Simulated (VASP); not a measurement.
Sb2Se5, 7 atoms in the cell. Symmetry: C2/m, No. 12, monoclinic system. Conventional cell: a = 13.875 Å, b = 3.795 Å, c = 12.091 Å, α = 90.00°, β = 123.09°, γ = 90.00°. Within 3.6 Å of Sb (site symmetry m) lie 6 Se at 2.63 to 3.58 Å. Within 3.5 Å of Se (site symmetry m) lie 1 Sb at 2.64 Å and 2 Se at 2.69 Å. Se (site symmetry 2/m) has 4 Se at 2.69 Å and 4 Sb at 3.58 Å within 3.6 Å. Se (site symmetry m) has 3 Sb at 2.63 to 3.52 Å within 3.6 Å. The cell was generated, and may not be a known phase.

| Item | Value |
| --- | --- |
| Program | VASP 6.6.1 |
| Task | single point |
| Functional | PBE |
| Potentials or basis | VASP PAW PBE potentials, release 64 (Sb, Se) |
| Cutoff | 520 eV |
| k mesh | 8 × 8 × 4 |
| Occupations | gaussian, width 0.02 eV |
| Spin | no spin polarisation |
| Dipole correction | no |
| Further INCAR settings | ALGO = Normal; EDIFF = 1e-07; NBANDS = 29 |

Potentials or basis: VASP PAW PBE potentials, release 64 (Sb, Se).

Command:

```bash
$ cat potpaw_PBE.64/Sb/POTCAR potpaw_PBE.64/Se/POTCAR > POTCAR
$ mpirun -np 1 vasp_std > vasp.out
```

Hardware: 1 thread of Intel(R) Xeon(R) Platinum 8175M CPU @ 2.50GHz (Skylake/Cascade Lake), on a shared host.

Task: Estimate the wall time of this run.

Result: It took 24 min on 1 thread of Intel(R) Xeon(R) Platinum 8175M CPU @ 2.50GHz (Skylake/Cascade Lake), on a shared host, peak memory 0.92 GiB. Counts: scf iterations 16, k points 78.
